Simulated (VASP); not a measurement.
Runs of VASP 6.6.1 on Zn. The structure is that of space group Fm-3m (No. 225), or close to it. The cells are those of the table. This isn't the form of Zn at room conditions, which is hcp.

| task | cell | gap on the mesh (eV) | pressure (GPa) |
| --- | --- | --- | --- |
| relaxation of cell and atoms | relaxed from a = 2.786 Å, angles 60.0°, 1 atom | none | 0.0 |
| single point | a = 2.498 Å, angles 60.0°, 1 atom | none | 41.4 |
| relaxation of cell and atoms | relaxed to 20 GPa from a = 2.786 Å, angles 60.0°, 1 atom | none | 19.9 |
| relaxation of cell and atoms | relaxed to 40 GPa from a = 2.786 Å, angles 60.0°, 1 atom | none | 40.1 |
| single point | a = 2.716 Å, angles 60.0°, 1 atom | none | (a) |

Alike in all rows: level PBEsol; potentials or basis VASP PAW PBE potentials, release 64 (Zn); no spin polarisation; k mesh 8 × 8 × 8; cutoff (eV) 500; smearing gaussian 0.1 eV.

Q: Fill in the values left out.

A: (a) 0.6.

Caveats: some runs use coarse meshes; the PAW data sets were made with another functional, which shifts forces and pressure a little; the cell is relaxed towards a set pressure, so the run minimises the enthalpy, not the energy (at least some runs).

A gap of «none» marks levels without a gap at the run's occupations.
